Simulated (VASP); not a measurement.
# Sr (Fm-3m) in VASP: notebook, part 2 of 2

VASP 6.6.1. The steps go on from the part before.

### 3 Single point, r2SCAN

This run uses another cell than the first one, of 56.32 Å³/atom, 1.970 times its volume.

Input file POSCAR:

```
Sr
1.0
    0.0000000000      3.0423500000      3.0423500000
    3.0423500000      0.0000000000      3.0423500000
    3.0423500000      3.0423500000      0.0000000000
Sr
1
Direct
    0.0000000000      0.0000000000      0.0000000000
```

Input file INCAR.step1:

```
SYSTEM = Sr
  PREC = Accurate
  ENCUT = 520
  ISMEAR = -1
  SIGMA = 0.05
  LREAL = .FALSE.
  LASPH = .TRUE.
  NELM = 80
  NBANDS = 11
  GGA = PE
  ALGO = Normal
  EDIFF = 1E-4
  LWAVE = .TRUE.
  LCHARG = .FALSE.
```

Input file INCAR.step2:

```
SYSTEM = Sr
  PREC = Accurate
  ENCUT = 520
  EDIFF = 1E-6
  ISMEAR = -1
  SIGMA = 0.05
  LREAL = .FALSE.
  LASPH = .TRUE.
  NELM = 80
  ALGO = Normal
  ISIF = 2
  LWAVE = .FALSE.
  LCHARG = .TRUE.
  METAGGA = R2SCAN
  LMIXTAU = .TRUE.
  LELF = .TRUE.
  LVHAR = .TRUE.
  NBANDS = 11
  ISTART = 1
```

Input file KPOINTS:

```
Automatic mesh
0
G
  4 4 4
  0 0 0
```

Potentials or basis: VASP PAW PBE potentials, release 64 (Sr_sv).

The run is started by

```sh
cat potpaw_PBE.64/Sr_sv/POTCAR > POTCAR
cp INCAR.step1 INCAR
mpirun -np 1 vasp_std > vasp.out
cp INCAR.step2 INCAR
mpirun -np 1 vasp_std > vasp.out
```

Wall time 12 s (1 thread of Intel Xeon 6975P-C (Granite Rapids), shared host); peak memory 0.18 GiB.

It converged, with:

```yaml
Free_energy: -15.1571 eV
Pressure: 0.4 GPa
Band_gap_on_the_k_mesh: zero (band 5 reaches 1.64 eV, above the bottom of band 6 at 1.46 eV)
```

Levels at points of the mesh, in eV from the Fermi level:
```csv
k point,band 3,band 4,band 5,band 6,band 7,band 8
"(0.00, 0.00, 0.00)",-19.44,-19.44,-3.89,2.58,2.58,2.58
"(0.50, 0.00, 0.00)",-19.47,-19.47,-1.14,-0.15,2.39,2.39
"(0.50, 0.50, 0.00)",-19.51,-19.51,-0.66,0.42,0.90,5.14
```

Caveat: the k points lie up to 0.45 Å⁻¹ apart; the PAW data sets were made with another functional, which shifts forces and pressure a little.

### 4 Single point, PBE

This run uses another cell than the first one, of 35.74 Å³/atom, 1.250 times its volume.

Input file INCAR:

```
PREC     = Accurate       # precision mode
ENCUT    = 520            # plane-wave cutoff, eV
EDIFF    = 1E-7           # SCF threshold, eV
ISMEAR   = -1             # smearing method
SIGMA    = 0.05           # smearing width, eV
LREAL    = False          # projectors in reciprocal space
LASPH    = True           # aspherical terms in the spheres
NELM     = 80             # most SCF steps
ALGO     = Fast           # electronic algorithm
ISIF     = 2              # what is computed and relaxed
LWAVE    = False          # write WAVECAR
LCHARG   = False          # write CHGCAR
GGA      = PE             # functional
NBANDS   = 11             # bands
```

Input file KPOINTS:

```
regular mesh
0
Gamma
  8 8 8
```

Input file POSCAR:

```
Sr
1.0
    0.0000000000      2.6143165973      2.6143165973
    2.6143165973      0.0000000000      2.6143165973
    2.6143165973      2.6143165973      0.0000000000
Sr
1
Direct
    0.0000000000      0.0000000000      0.0000000000
```

The run is started by

```sh
cat potpaw_PBE.64/Sr_sv/POTCAR > POTCAR
mpirun -np 1 vasp_std > vasp.out
```

Wall time 8.5 s (1 thread of Intel Xeon 6975P-C (Granite Rapids), shared host); peak memory 0.15 GiB.

The run converged. Its results:

```yaml
Free_energy: -1.2012 eV
Pressure: 10.0 GPa
Band_gap_on_the_k_mesh: zero (band 5 reaches 3.23 eV, above the bottom of band 6 at 3.14 eV)
```

Levels at points of the mesh, in eV from the Fermi level:
| k point | band 1 | band 2 | band 3 | band 4 | band 5 | band 6 | band 7 | band 8 | band 9 | band 10 |
| --- | --- | --- | --- | --- | --- | --- | --- | --- | --- | --- |
| (0.00, 0.00, 0.00) | -35.87 | -17.54 | -17.54 | -17.54 | -4.12 | 2.83 | 2.83 | 2.83 | 5.13 | 5.13 |
| (0.50, 0.00, 0.00) | -35.78 | -18.35 | -17.64 | -17.64 | -1.33 | 1.13 | 2.57 | 2.57 | 6.82 | 6.82 |
| (0.50, 0.50, 0.00) | -35.75 | -18.29 | -17.82 | -17.82 | -1.24 | -0.13 | 2.64 | 6.86 | 7.34 | 7.34 |

### 5 Single point, PBE

This run uses another cell than the first one, of 41.88 Å³/atom, 1.465 times its volume.

Input file INCAR:

```
PREC     = Accurate       # precision mode
ENCUT    = 520            # plane-wave cutoff, eV
EDIFF    = 1E-7           # SCF threshold, eV
ISMEAR   = -1             # smearing method
SIGMA    = 0.05           # smearing width, eV
LREAL    = F              # projectors in reciprocal space
LASPH    = T              # aspherical terms in the spheres
NELM     = 80             # most SCF steps
ALGO     = Normal         # electronic algorithm
ISIF     = 2              # what is computed and relaxed
LWAVE    = F              # write WAVECAR
LCHARG   = F              # write CHGCAR
GGA      = PE             # functional
NBANDS   = 11             # bands
```

Input file KPOINTS:

```
Automatic mesh
0
Gamma
  8 8 8
```

Input file POSCAR:

```
Sr
1.0
    0.0000000000      2.7563818458      2.7563818458
    2.7563818458      0.0000000000      2.7563818458
    2.7563818458      2.7563818458      0.0000000000
Sr
1
Direct
    0.0000000000      0.0000000000      0.0000000000
```

Potentials or basis: VASP PAW PBE potentials, release 64 (Sr_sv).

The run is started by

```sh
cat potpaw_PBE.64/Sr_sv/POTCAR > POTCAR
mpirun -np 1 vasp_std > vasp.out
```

OUTCAR:

```text
PREC = Accurate
   ENCUT = 520
   EDIFF = 1E-7
   ISMEAR = -1
   LREAL = F
   LASPH = T
   NELM = 80
   ISIF = 2
   GGA = PE

 ion  position               nearest neighbor table
   1  0.000  0.000  0.000-

  LATTYP: Found a face centered cubic cell.
 ALAT       =     5.5127636916

  Lattice vectors:

 A1 = (   0.0000000000,   2.7563818458,   2.7563818458)
 A2 = (   2.7563818458,   0.0000000000,   2.7563818458)
 A3 = (   2.7563818458,   2.7563818458,   0.0000000000)

Analysis of symmetry for initial positions (statically):
=====================================================================
 Subroutine PRICEL returns:
 Original cell was already a primitive cell.

 Routine SETGRP: Setting up the symmetry group for a
 face centered cubic supercell.

 Subroutine GETGRP returns: Found 48 space group operations
 (whereof 48 operations were pure point group operations)
 out of a pool of 48 trial point group operations.

The static configuration has the point symmetry O_h .

Analysis of symmetry for dynamics (positions and initial velocities):
[... 159 lines left out ...]
 val. band max:        2.4903653402   @ k =  -0.2500   0.5000   0.2500
 cond. band min:       2.6753431736   @ k =   0.5000   0.5000   0.0000
 fundamental gap:      0.1849778334
 Fermi energy:         2.6023067453

 k-point     1 :       0.0000    0.0000    0.0000
  band No.  band energies     occupation
      1     -33.5172      2.00000
      2     -15.3104      2.00000
      3     -15.3104      2.00000
      4     -15.3104      2.00000
      5      -1.4008      2.00000
      6       5.2455      0.00000
      7       5.2455      0.00000
      8       5.2455      0.00000
      9       7.2031      0.00000
     10       7.2031      0.00000
     11      10.6095      0.00000
[... 309 lines left out ...]
 k-point    24 :      -0.3750    0.2500    0.1250
  band No.  band energies     occupation
      1     -33.4606      2.00000
      2     -15.7372      2.00000
      3     -15.5049      2.00000
      4     -15.4152      2.00000
      5       2.1935      1.99944
      6       2.8241      0.02340
      7       4.0831      0.00000
      8       5.7057      0.00000
      9       8.0428      0.00000
     10       9.0533      0.00000
     11       9.5239      0.00000

 [... further k-points ...]
[... 5 lines left out ...]
  --------------------------------------------------------------------------------------
  -------------------------------------------------------------------------------------
  Total        1.3022104      1.3022104      1.3022104      0.0000000     -0.0000000      0.0000000
  in kB       49.8131042     49.8131042     49.8131042      0.0000000     -0.0000000      0.0000000
  external PRESSURE =      49.8131042 kB  Pullay stress =       0.0000000 kB

 VOLUME and BASIS-vectors are now :
 -----------------------------------------------------------------------------
  energy-cutoff  :      520.00
  volume of cell :       41.88
      direct lattice vectors                 reciprocal lattice vectors
     0.000000000  2.756381846  2.756381846    -0.181397219  0.181397219  0.181397219
     2.756381846  0.000000000  2.756381846     0.181397219 -0.181397219  0.181397219
     2.756381846  2.756381846  0.000000000     0.181397219  0.181397219 -0.181397219

 POSITION                                       TOTAL-FORCE (eV/Angst)
 -----------------------------------------------------------------------------------
      0.00000      0.00000      0.00000        -0.000000     -0.000000     -0.000000
 -----------------------------------------------------------------------------------
    total drift:                               -0.000000     -0.000000      0.000000

  FREE ENERGIE OF THE ION-ELECTRON SYSTEM (eV)
  ---------------------------------------------------
  free  energy   TOTEN  =        -1.4821143382 eV

  energy  without entropy=       -1.4794852068  energy(sigma->0) =       -1.48079977
```

Run time: 9.6 s. Hardware: 1 thread of Intel Xeon 6975P-C (Granite Rapids), shared host; peak memory 0.16 GiB.

What came out:

| Quantity | Value |
| --- | --- |
| Free energy | -1.4821 eV |
| Pressure | 5.0 GPa |
| Band gap on the k mesh | 0.18 eV, indirect (least direct gap 0.52 eV) |

### 6 Overview

```tsv
level	cell	k mesh	gap on the mesh (eV)	pressure (GPa)
PBE	a = 3.432 Å, angles 60.0°, 1 atom	8 × 8 × 8	none	20.2
r2SCAN	a = 4.303 Å, angles 60.0°, 1 atom	4 × 4 × 4	none	0.4
PBE	a = 3.697 Å, angles 60.0°, 1 atom	8 × 8 × 8	none	10.0
PBE	a = 3.898 Å, angles 60.0°, 1 atom	8 × 8 × 8	0.18	5.0
```

Alike in all rows: task single point; potentials or basis VASP PAW PBE potentials, release 64 (Sr_sv); no spin polarisation; cutoff (eV) 520; smearing fermi-dirac 0.05 eV.

Caveats: some runs use coarse meshes; the PAW data sets were made with another functional, which shifts forces and pressure a little (some runs).

Absolute energies hang on the potentials; compare differences alone.
